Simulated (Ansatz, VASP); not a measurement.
One calculation of GaN, two programs

INCAR

```
  ALGO = Normal
  EDIFF = 1E-6
  ENCUT = 600
  GGA = PS
  GGA_COMPAT = False
  ISIF = 2
  ISMEAR = -1
  LASPH = True
  LCHARG = True
  LELF = True
  LREAL = False
  LVHAR = True
  LWAVE = False
  NBANDS = 26
  NELM = 120
  PREC = Accurate
  SIGMA = 0.05
```

File KPOINTS:

```
k-points
0
Gamma
  6 6 4
```

The input POSCAR:

```
GaN
1.0
    3.3000346668      0.0000000000      0.0000000000
   -1.6500173334      2.8579138548      0.0000000000
    0.0000000000      0.0000000000      4.7558752377
Ga N
2 2
Direct
    0.3333333333      0.6666666667      0.2500000000
    0.6666666667      0.3333333333      0.7500000000
    0.6666666667      0.3333333333      0.2500000000
    0.3333333333      0.6666666667      0.7500000000
```

Input for Ansatz:

```yaml
crystal:
  lattice:
    - [3.3000346668, 0.0, 0.0]
    - [-1.6500173334, 2.8579138548, 0.0]
    - [0.0, 0.0, 4.7558752377]
  atoms:
    - { symbol: Ga, position: [0.3333333333, 0.6666666667, 0.25] }
    - { symbol: Ga, position: [0.6666666667, 0.3333333333, 0.75] }
    - { symbol: "N", position: [0.6666666667, 0.3333333333, 0.25] }
    - { symbol: "N", position: [0.3333333333, 0.6666666667, 0.75] }
kpoints:
  mp_grid: { grid: [6, 6, 4] }
hamiltonian:
  xc: pbesol
scf:
  occupations: { method: fermi_dirac, width: 0.05 }
  n_extra_bands: 5
output:
  forces: true
  stress: true
  eigenvalues: true
```

Alike in both runs: task single point; functional PBEsol; k mesh 6 × 6 × 4; occupations fermi-dirac, width 0.05 eV; no spin polarisation.

|  | VASP | Ansatz |
| --- | --- | --- |
| version | VASP 6.6.1 | Ansatz 0.2.0 |
| potentials or method | VASP PAW PBE potentials, release 64 (Ga_d, N) | plane waves |
| plane-wave cutoff (eV) | 600 | 420 |
| valence electrons in the cell | 36 | 36 |

```csv
,VASP,Ansatz,Ansatz less VASP
pressure (GPa),-0.3,0.1,+0.34
"traceless stress, the component that is largest in VASP (GPa)",-0.13,-0.66,-0.527
```

VASP's potentials were made for PBE, not for PBEsol.
